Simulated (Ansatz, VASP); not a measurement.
One calculation of Cs3Mg, two programs

```
CELL_PARAMETERS angstrom
6.77172 0.00000 0.00000
0.00000 6.77172 0.00000
0.00000 0.00000 6.77172
ATOMIC_POSITIONS crystal
Cs 0.00000 0.50000 0.50000
Cs 0.50000 0.00000 0.50000
Cs 0.50000 0.50000 0.00000
Mg 0.00000 0.00000 0.00000
```

Alike in both runs: functional PBE; k mesh 4 × 4 × 4; occupations gaussian, width 0.1 eV; no spin polarisation.

Ansatz relaxed the structure, and its values are those at the end. VASP's run is a single point on that final structure, the one shown.

|  | VASP | Ansatz |
| --- | --- | --- |
| version | VASP 6.6.1 | Ansatz 0.2.0 |
| potentials or method | VASP PAW PBE potentials, release 64 (Cs_sv, Mg), cutoff 600 eV | scalar-relativistic, plane waves, PAW |
| valence electrons in the cell | 29 | 37 |

|  | VASP | Ansatz | Ansatz less VASP |
| --- | --- | --- | --- |
| gap on the k mesh at the Fermi level (eV) | none | none | - |
| pressure (GPa) | 0.0 | 0.0 | 0.00 |

A gap of «none» marks a metal or a gap that the smearing closes. VASP's potentials hold 29 valence electrons a cell and Ansatz's 37, so a difference there can come from the potentials and not from the codes.

Spin-orbit coupling is off throughout.
